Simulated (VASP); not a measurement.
The system is NaI.

```
Na I
1.0
     0.00000    3.22972    3.22972
     3.22972    0.00000    3.22972
     3.22972    3.22972    0.00000
Na I
1 1
Cartesian
  0.0000 0.0000 0.0000
  3.2297 3.2297 3.2297
```

Program: VASP 6.6.1. Alike in all runs: task single point; no spin polarisation; cell as given; cutoff (eV) 520; smearing gaussian 0.01 eV.

**Question.** Order these runs on this cell by their band gap on the k mesh, lowest first.
A. level r2SCAN; potentials or basis VASP PAW PBE potentials, release 64 (Na_pv, I); k mesh 6 × 6 × 6
B. level LDA; potentials or basis VASP PAW LDA potentials, release 64 (Na_pv, I); k mesh 6 × 6 × 6
C. level HSE06; potentials or basis VASP PAW PBE potentials, release 64 (Na_pv, I); k mesh 4 × 4 × 4; grid for exact exchange (PRECFOCK) Normal; screening parameter 0.2079 1/Å
D. level PBEsol; potentials or basis VASP PAW PBE potentials, release 64 (Na_pv, I); k mesh 6 × 6 × 6

**Answer.** B (3.36 eV), D (3.52 eV), A (4.46 eV), C (4.67 eV).

Caveats: some runs use coarse meshes; spin-orbit coupling is left out, which moves the levels of the heavy elements.
